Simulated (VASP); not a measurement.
Runs of VASP 6.6.1 on Ta. The structure is that of space group Im-3m (No. 229), or close to it. The cells are those of the table. 

```csv
cell,k mesh,smearing,gap on the mesh (eV),pressure (GPa)
"a = 2.974 Å, angles 109.5°, 1 atom",22 × 22 × 22,fermi-dirac 0.1 eV,none,-18.3
"a = 2.825 Å, angles 109.5°, 1 atom",22 × 22 × 22,fermi-dirac 0.1 eV,none,9.6
"a = 2.864 Å, angles 109.5°, 1 atom",11 × 11 × 11,fermi-dirac 0.1 eV,none,(a)
"a = 2.864 Å, angles 109.5°, 1 atom",2 × 2 × 2,fermi-dirac 0.1 eV,none,(b)
"a = 2.864 Å, angles 109.5°, 1 atom",13 × 13 × 13,methfessel-paxton 0.3 eV,none,0.6
```

Alike in all rows: task single point; level r2SCAN; potentials or basis VASP PAW PBE potentials, release 64 (Ta_pv); no spin polarisation; cutoff (eV) 520.

Estimate the missing entries.

(a) 0.2; (b) -27.4.

Caveats: some runs use coarse meshes; the PAW data sets were made with another functional, which shifts forces and pressure a little; spin-orbit coupling is left out, which moves the levels of the heavy elements.

A k mesh can miss the band edges, and the runs leave out spin-orbit coupling on Ta.

A gap of «none» marks levels without a gap at the run's occupations.
